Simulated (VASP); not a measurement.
# Ni (Im-3m) in VASP: a series of runs

Ni is run at these levels: BLYP; tasks: single point.

Program: VASP 6.6.1. These are calculated values, not measurements. Logs are shortened: lines on timing, memory, paths and dates and some standing lists are left out, and cuts for length are marked.

## Step 1: The cell of the first run

Symmetry: Im-3m, No. 229, cubic system. The conventional cell has a = 2.880 Å, b = 2.880 Å, c = 2.880 Å, α = 90.00°, β = 90.00°, γ = 90.00°. Ni (site symmetry m-3m) has 14 Ni at 2.49 to 2.88 Å within 3.3 Å.

## Step 2: Single point, BLYP (volume scaled by 1.04)

The input, INCAR:

```
PREC = Accurate
ENCUT = 520
EDIFF = 1E-6
ISMEAR = -1
SIGMA = 0.1
LREAL = False
LASPH = True
NELM = 80
ALGO = Normal
ISIF = 2
LWAVE = False
LCHARG = False
GGA = B5
ALDAX = 1.0
AGGAX = 1.0
AGGAC = 1.0
ALDAC = 0.0
NBANDS = 11
```

The input, KPOINTS:

```
Automatic mesh
0
Gamma
  17 17 17
```

The input, POSCAR:

```
Ni
1.0
   -1.4401760391      1.4401760391      1.4401760391
    1.4401760391     -1.4401760391      1.4401760391
    1.4401760391      1.4401760391     -1.4401760391
Ni
1
Direct
    0.0000000000      0.0000000000      0.0000000000
```

Potentials or basis: VASP PAW PBE potentials, release 64 (Ni).

The run is started by

```sh
$ cat potpaw_PBE.64/Ni/POTCAR > POTCAR
$ mpirun -np 1 vasp_std > vasp.out
```

OUTCAR:

```text
PREC = Accurate
   ENCUT = 520
   EDIFF = 1E-6
   ISMEAR = -1
   LREAL = False
   LASPH = True
   NELM = 80
   ISIF = 2
   GGA = B5

 ion  position               nearest neighbor table
   1  0.000  0.000  0.000-

  LATTYP: Found a body centered cubic cell.
 ALAT       =     2.8803520782

  Lattice vectors:

 A1 = (  -1.4401760391,   1.4401760391,   1.4401760391)
 A2 = (   1.4401760391,  -1.4401760391,   1.4401760391)
 A3 = (   1.4401760391,   1.4401760391,  -1.4401760391)

Analysis of symmetry for initial positions (statically):
=====================================================================
 Subroutine PRICEL returns:
 Original cell was already a primitive cell.

 Routine SETGRP: Setting up the symmetry group for a
 body centered cubic supercell.

 Subroutine GETGRP returns: Found 48 space group operations
 (whereof 48 operations were pure point group operations)
 out of a pool of 48 trial point group operations.

The static configuration has the point symmetry O_h .

Analysis of symmetry for dynamics (positions and initial velocities):
=====================================================================
 Subroutine PRICEL returns:
 Original cell was already a primitive cell.

 Routine SETGRP: Setting up the symmetry group for a
 body centered cubic supercell.

 Subroutine GETGRP returns: Found 48 space group operations
 (whereof 48 operations were pure point group operations)
 out of a pool of 48 trial point group operations.

The dynamic configuration has the point symmetry O_h .

 Subroutine INISYM returns: Found 48 space group operations
 (whereof 48 operations are pure point group operations),
 and found     1 'primitive' translations

----------------------------------------------------------------------------------------

                                     Primitive cell

  volume of cell :      11.9483

  direct lattice vectors                    reciprocal lattice vectors
    -1.440176039  1.440176039  1.440176039     0.000000000  0.347179780  0.347179780
     1.440176039 -1.440176039  1.440176039     0.347179780  0.000000000  0.347179780
     1.440176039  1.440176039 -1.440176039     0.347179780  0.347179780  0.000000000

  length of vectors
     2.494458072  2.494458072  2.494458072     0.490986353  0.490986353  0.490986353

  position of ions in fractional coordinates (direct lattice)
     0.000000000  0.000000000  0.000000000

  ion indices of the primitive-cell ions
   primitive index   ion index
                 1           1

----------------------------------------------------------------------------------------

 KPOINTS: Automatic mesh

Automatic generation of k-mesh.
 Grid dimensions read from file:
 generate k-points for:   17   17   17

 Generating k-lattice:

  Cartesian coordinates                     Fractional coordinates (reciprocal lattice)
     0.000000000  0.020422340  0.020422340     0.058823529  0.000000000  0.000000000
     0.020422340  0.000000000  0.020422340     0.000000000  0.058823529  0.000000000
     0.020422340  0.020422340  0.000000000     0.000000000  0.000000000  0.058823529

  Length of vectors
     0.028881550  0.028881550  0.028881550

  Shift w.r.t. Gamma in fractional coordinates (k-lattice)
     0.000000000  0.000000000  0.000000000

 Subroutine IBZKPT returns following result:
 ===========================================

 Found    165 irreducible k-points:

 Following reciprocal coordinates:
            Coordinates               Weight
  0.000000  0.000000  0.000000      1.000000
  0.058824  0.000000  0.000000     12.000000
  0.117647  0.000000  0.000000     12.000000
  0.176471  0.000000  0.000000     12.000000
  0.235294  0.000000  0.000000     12.000000
  0.294118  0.000000  0.000000     12.000000
[... 16 lines left out ...]
  0.411765  0.117647 -0.000000     48.000000
  0.176471  0.176471  0.000000     24.000000
 [... further k-points ...]
   k-points           NKPTS =    165   k-points in BZ     NKDIM =    165   number of bands    NBANDS=     11
   number of dos      NEDOS =    301   number of ions     NIONS =      1
   total plane-waves  NPLWV =   8000
   dimension x,y,z NGX =    20 NGY =   20 NGZ =   20
   dimension x,y,z NGXF=    40 NGYF=   40 NGZF=   40
   ions per type =               1
   NGX,Y,Z   is equivalent  to a cutoff of  13.33, 13.33, 13.33 a.u.
   NGXF,Y,Z  is equivalent  to a cutoff of  26.66, 26.66, 26.66 a.u.
 SYSTEM =  unknown system
   PREC   = accura    normal or accurate (medium, high low for compatibility)
   ISTART =      0    job   : 0-new  1-cont  2-samecut
   ICHARG =      2    charge: 1-file 2-atom 10-const
   ISPIN  =      1    spin polarized calculation?
   LNONCOLLINEAR =      F non collinear calculations
   LSORBIT =      F    spin-orbit coupling
   LASPH  =      T    aspherical Exc in radial PAW
   ENCUT  =  520.0 eV  38.22 Ry    6.18 a.u.   4.64  4.64  4.64*2*pi/ulx,y,z
   NELM   =     80;   NELMIN=  2; NELMDL= -5     # of ELM steps
   EDIFF  = 0.1E-05   stopping-criterion for ELM
   LREAL  =      F    real-space projection
   EDIFFG = 0.1E-04   stopping-criterion for IOM
   NSW    =      0    number of steps for IOM
   IBRION =     -1    ionic relax: 0-MD 1-quasi-New 2-CG
   NFREE  =      0    steps in history (QN), initial steepest desc. (CG)
   ISIF   =      2    stress and relaxation
   ISYM   =      2    0-nonsym 1-usesym 2-fastsym
   POTIM  = 0.5000    time-step for ionic-motion
   TEBEG  =    0.0;   TEEND  =   0.0 temperature during run
   PSTRESS=    0.0 pullay stress
   NELECT =      10.0000    total number of electrons
   NUPDOWN=      -1.0000    fix difference up-down
   EMIN   =  10.00;   EMAX   =-10.00  energy-range for DOS
   EFERMI =   0.00;   METHOD = LEGACY
   ISMEAR =    -1;   SIGMA  =   0.10  broadening in eV -4-tet -1-fermi 0-gaus
   EFERMI_NEDOS =   21; number of points for ismear=-14 and -15
   IALGO  =     38    algorithm
   IMIX   =      4    mixing-type and parameters
     AMIX     =   0.40;   BMIX     =  1.00
     AMIX_MAG =   1.60;   BMIX_MAG =  1.00
  volume/ion in A,a.u.               =      11.95        80.63
  Fermi-wavevector in a.u.,A,eV,Ry     =   1.542787  2.915444 32.384467  2.380191
  Thomas-Fermi vector in A             =   2.648542
   LORBIT       =      0    0 simple, 1 ext, 2 COOP (PROOUT), +10 PAW based schemes
   GGA     = B5    functional components
   LHFCALC =     F    Hartree Fock is set to
   AEXX    =    0.0000 exact exchange contribution
   IVDW    =     0    specifies the selected vdW correction
   LEPSILON=     F    determine dielectric tensor
   LRPA    =     F    only Hartree local field effects (RPA)
 non-spin polarized calculation
  energy-cutoff  :      520.00
  volume of cell :       11.95
 maximum number of plane-waves:       333
   NGX =  9   NGY =  9   NGZ =  9

 number of electron      10.0000013 magnetization

 Free energy of the ion-electron system (eV)
  ---------------------------------------------------
  ext. energy  EPLUGINS =         0.00000000
  ---------------------------------------------------
  free energy    TOTEN  =        -4.53244674 eV

  energy without entropy =       -4.45703398  energy(sigma->0) =       -4.49474036

 E-fermi :   8.3739     XC(G=0): -12.1268

 val. band max:        8.3696209171   @ k =  -0.4118   0.4118   0.4118
 cond. band min:       8.3768193556   @ k =  -0.4118  -0.4706   0.0588
 fundamental gap:      0.0071984385
 Fermi energy:         8.3738964266

 k-point     1 :       0.0000    0.0000    0.0000
  band No.  band energies     occupation
      1       0.3219      2.00000
      2       6.6965      2.00000
      3       6.6965      2.00000
      4       6.6965      2.00000
      5       7.8490      1.98955
      6       7.8490      1.98955
      7      34.2533      0.00000
      8      34.2533      0.00000
      9      34.2533      0.00000
     10      38.1392      0.00000
     11      38.1393      0.00000

 k-point     2 :       0.0588    0.0000    0.0000
  band No.  band energies     occupation
      1       0.4560      2.00000
      2       6.6678      2.00000
      3       6.6950      2.00000
      4       6.7547      2.00000
      5       7.8203      1.99214
      6       7.8512      1.98932
      7      32.9620      0.00000
      8      33.9416      0.00000
      9      34.0033      0.00000
     10      36.6269      0.00000
     11      36.8811      0.00000

 k-point     3 :       0.1176    0.0000    0.0000
  band No.  band energies     occupation
      1       0.8524      2.00000
      2       6.5861      2.00000
      3       6.6832      2.00000
      4       6.9242      2.00000
      5       7.7518      1.99603
      6       7.8583      1.98854
      7      30.1987      0.00000
      8      32.8398      0.00000
      9      33.4470      0.00000
     10      34.6171      0.00000
     11      35.6993      0.00000

 k-point     4 :       0.1765    0.0000    0.0000
  band No.  band energies     occupation
      1       1.4904      2.00000
      2       6.4640      2.00000
      3       6.6486      2.00000
      4       7.1901      1.99999
      5       7.6878      1.99791
      6       7.8712      1.98697
      7      27.1321      0.00000
      8      31.3873      0.00000
      9      32.7431      0.00000
     10      32.8435      0.00000
     11      35.0371      0.00000

 k-point     5 :       0.2353    0.0000    0.0000
  band No.  band energies     occupation
      1       2.3226      2.00000
      2       6.3191      2.00000
      3       6.6096      2.00000
      4       7.5261      1.99958
      5       7.6685      1.99827
      6       7.8905      1.98421
      7      24.0982      0.00000
      8      30.0041      0.00000
      9      31.0491      0.00000
     10      32.3102      0.00000
     11      34.6010      0.00000

 k-point     6 :       0.2941    0.0000    0.0000
  band No.  band energies     occupation
      1       3.2387      2.00000
      2       6.1719      2.00000
      3       6.6727      2.00000
      4       7.6983      1.99767
      5       7.8946      1.98355
      6       7.9149      1.97989
      7      21.2100      0.00000
      8      28.8239      0.00000
      9      29.5854      0.00000
     10      31.8832      0.00000
     11      34.3436      0.00000

 k-point     7 :       0.3529    0.0000    0.0000
  band No.  band energies     occupation
      1       4.0074      2.00000
      2       6.0418      2.00000
      3       7.0599      2.00000
      4       7.7602      1.99569
      5       7.9408      1.97404
      6       8.2468      1.56177
      7      18.5494      0.00000
      8      27.9016      0.00000
      9      28.4074      0.00000
     10      31.5686      0.00000
     11      34.2184      0.00000

 k-point     8 :       0.4118    0.0000    0.0000
  band No.  band energies     occupation
      1       4.4116      2.00000
      2       5.9453      2.00000
      3       7.7108      1.99737
      4       7.9628      1.96776
      5       8.0291      1.93836
      6       8.5270      0.35560
      7      16.2499      0.00000
      8      27.2692      0.00000
      9      27.5747      0.00000
     10      31.3630      0.00000
     11      34.1746      0.00000
[... 141 lines left out ...]
 k-point    19 :       0.1765    0.1176   -0.0000
  band No.  band energies     occupation
      1       2.6729      2.00000
      2       6.3337      2.00000
      3       6.4347      2.00000
      4       7.6017      1.99911
      5       7.7617      1.99562
      6       7.9600      1.96862
      7      24.3694      0.00000
      8      26.2975      0.00000
      9      29.9631      0.00000
     10      33.8944      0.00000
     11      36.7495      0.00000

 k-point    20 :       0.2353    0.1176    0.0000
  band No.  band energies     occupation
      1       3.5632      2.00000
      2       6.1865      2.00000
      3       6.4315      2.00000
      4       7.6309      1.99881
      5       7.9643      1.96725
      6       8.2486      1.55577
      7      21.4982      0.00000
      8      25.2474      0.00000
      9      28.7994      0.00000
     10      33.5522      0.00000
     11      37.2432      0.00000

 k-point    21 :       0.2941    0.1176    0.0000
  band No.  band energies     occupation
      1       4.3032      2.00000
      2       6.0611      2.00000
      3       6.6331      2.00000
      4       7.6991      1.99766
      5       8.0164      1.94549
      6       8.7910      0.03042
      7      18.8251      0.00000
      8      24.4230      0.00000
      9      27.8698      0.00000
     10      33.2600      0.00000
     11      37.3315      0.00000

 k-point    22 :       0.3529    0.1176    0.0000
  band No.  band energies     occupation
      1       4.6733      2.00000
      2       5.9732      2.00000
      3       7.0406      2.00000
      4       7.7633      1.99555
      5       8.1064      1.87112
      6       9.5186      0.00002
      7      16.4805      0.00000
      8      23.8427      0.00000
      9      27.2207      0.00000
     10      33.0601      0.00000
     11      37.2737      0.00000

 k-point    23 :       0.4118    0.1176   -0.0000
  band No.  band energies     occupation
      1       4.7784      2.00000
      2       5.9279      2.00000
      3       7.3180      1.99995
      4       7.7829      1.99459
      5       8.2195      1.64812
      6      10.3395      0.00000
      7      14.8133      0.00000
      8      23.5404      0.00000
      9      26.8870      0.00000
     10      32.9600      0.00000
     11      37.2372      0.00000

 k-point    24 :       0.1765    0.1765    0.0000
  band No.  band energies     occupation
      1       3.5007      2.00000
      2       6.2520      2.00000
      3       6.3024      2.00000
      4       7.5972      1.99915
      5       7.9661      1.96667
      6       8.2759      1.45433
      7      23.1050      0.00000
      8      23.4885      0.00000
      9      28.8668      0.00000
     10      34.1500      0.00000
     11      36.7807      0.00000

 [... further k-points ...]
[... 5 lines left out ...]
  --------------------------------------------------------------------------------------
  -------------------------------------------------------------------------------------
  Total       -0.4272717     -0.4272717     -0.4272717     -0.0000000      0.0000000      0.0000000
  in kB      -57.2938440    -57.2938440    -57.2938440     -0.0000000      0.0000000      0.0000000
  external PRESSURE =     -57.2938440 kB  Pullay stress =       0.0000000 kB

 VOLUME and BASIS-vectors are now :
 -----------------------------------------------------------------------------
  energy-cutoff  :      520.00
  volume of cell :       11.95
      direct lattice vectors                 reciprocal lattice vectors
    -1.440176039  1.440176039  1.440176039     0.000000000  0.347179780  0.347179780
     1.440176039 -1.440176039  1.440176039     0.347179780  0.000000000  0.347179780
     1.440176039  1.440176039 -1.440176039     0.347179780  0.347179780  0.000000000

 POSITION                                       TOTAL-FORCE (eV/Angst)
 -----------------------------------------------------------------------------------
      0.00000      0.00000      0.00000        -0.000000     -0.000000      0.000000
 -----------------------------------------------------------------------------------
    total drift:                                0.000000     -0.000000      0.000000

  FREE ENERGIE OF THE ION-ELECTRON SYSTEM (eV)
  ---------------------------------------------------
  free  energy   TOTEN  =        -4.5324467372 eV

  energy  without entropy=       -4.4570339763  energy(sigma->0) =       -4.49474036
```

Wall time 38 s (1 thread of Intel Xeon 8259CL, shared host); peak memory 0.14 GiB.

What came out:

```yaml
Free_energy: -4.5324 eV
Pressure: -5.7 GPa
Band_gap_on_the_k_mesh: zero (band 5 reaches 8.68 eV, above the bottom of band 6 at 7.80 eV)
```

Caveat: the PAW data sets were made with another functional, which shifts forces and pressure a little; the run has no spin polarisation, though such a crystal can be magnetic.

[end of part 1 of 2]
